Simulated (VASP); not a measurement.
Write the native input for VASP 6.6.1 that does the following.

* Task: single point
* Functional: PBE
* Potentials or basis: VASP PAW PBE potentials, release 64 (Si, N)
* Cutoff: 520 eV
* k mesh: 4 × 4 × 4
* Occupations: gaussian, width 0.1 eV
* Spin: no spin polarisation
* Dipole correction: no
* Further INCAR settings: ALGO = Normal; EDIFF = 1e-06; NBANDS = 22

The structure of Si2N lies in POSCAR:

```
Si2N
1.0
    4.3657926477      0.0000000000      0.0000000000
    0.0000000000      4.3657926477      0.0000000000
    0.0000000000      0.0000000000      4.3657926477
Si N
4 2
Direct
    0.2500000000      0.2500000000      0.2500000000
    0.2500000000      0.7500000000      0.7500000000
    0.7500000000      0.7500000000      0.2500000000
    0.7500000000      0.2500000000      0.7500000000
    0.0000000000      0.0000000000      0.0000000000
    0.5000000000      0.5000000000      0.5000000000
```

These files were run (other wordings do the same):

INCAR

```
PREC = Accurate
ENCUT = 520
EDIFF = 1E-6
ISMEAR = 0
SIGMA = 0.1
LREAL = False
LASPH = True
NELM = 60
ALGO = Normal
ISIF = 2
LWAVE = False
LCHARG = False
GGA = PE
NBANDS = 22
```

KPOINTS

```
Automatic mesh
0
Gamma
  4 4 4
```

Potentials or basis: VASP PAW PBE potentials, release 64 (Si, N).

Command:

```sh
$ cat potpaw_PBE.64/Si/POTCAR potpaw_PBE.64/N/POTCAR > POTCAR
$ mpirun -np 1 vasp_std > vasp.out
```

It gave:

- Pressure: -10.9 GPa
- Band gap on the k mesh: zero (band 13 reaches 9.15 eV, above the bottom of band 14 at 6.63 eV)

Run time: 6.6 s on 1 thread of Intel(R) Xeon(R) 6975P-C (Granite Rapids), on a shared host, peak memory 0.16 GiB.
